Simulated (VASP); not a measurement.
A run of VASP 6.6.1 is set up as follows.

Contents of INCAR:

```
PREC = Accurate ; ENCUT = 520
EDIFF = 1E-6 ; ISMEAR = -1
SIGMA = 0.05 ; LREAL = F
LASPH = T ; NELM = 100
ALGO = Normal ; ISIF = 2
LWAVE = F ; LCHARG = F
GGA = PE ; IBRION = 2
NSW = 80 ; EDIFFG = -0.02
```

Contents of KPOINTS:

```
regular mesh
0
Gamma
  13 13 13
```

The input POSCAR:

```
InAs
1.0
    0.0000000000      3.0290000000      3.0290000000
    3.0290000000      0.0000000000      3.0290000000
    3.0290000000      3.0290000000      0.0000000000
In As
1 1
Direct
    0.0000000000      0.0000000000      0.0000000000
    0.2500000000      0.2500000000      0.2500000000
```

Potentials or basis: VASP PAW PBE potentials, release 64 (In_d, As).

Run with:

```sh
$ cat potpaw_PBE.64/In_d/POTCAR potpaw_PBE.64/As/POTCAR > POTCAR
$ mpirun -np 1 vasp_std > vasp.out
```

(1) Estimate the band gap on the k mesh.

Results:

(1) zero (filled and empty bands touch).

Caveat: the relaxation stopped at its first step, so nothing moved; semilocal functionals underestimate gaps, and a narrow one can read as zero; spin-orbit coupling is left out, which moves the levels of the heavy elements.
